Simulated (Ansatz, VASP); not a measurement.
**InPd: VASP beside Ansatz**

```
In Pd
1.0
     3.27188    0.00000    0.00000
     0.00000    3.27188    0.00000
     0.00000    0.00000    3.27188
In Pd
1 1
Direct
  0.00000 0.00000 0.00000
  0.50000 0.50000 0.50000
```

Alike in both runs: task relaxation of cell and atoms; functional PBE; dispersion D4; k mesh 8 × 8 × 8; occupations fermi-dirac, width 0.05 eV; no spin polarisation.

|  | VASP | Ansatz |
| --- | --- | --- |
| version | VASP 6.6.1 | Ansatz 0.2.0 |
| potentials or method | VASP PAW PBE potentials, release 64 (In_d, Pd) | Ansatz PAW |
| plane-wave cutoff (eV) | 600 | 420 |
| valence electrons in the cell | 23 | 31 |

|  | VASP | Ansatz | Ansatz less VASP |
| --- | --- | --- | --- |
| gap on the k mesh at the Fermi level, each at its own relaxed structure (eV) | none | none | - |
| relaxed volume (Å³/atom) | 17.44 | 17.44 | -0.005 |
| relaxed cell length with the largest relative difference (Å) | 3.267 | 3.267 | -0.0003 |

A gap of «none» marks a metal or a gap that the smearing closes. VASP's potentials hold 23 valence electrons a cell and Ansatz's 31, so a difference there can come from the potentials and not from the codes.

Noted on Ansatz's run: the plane-wave basis is chosen anew once the cell has moved, so the energies of steps on either side of that aren't comparable.
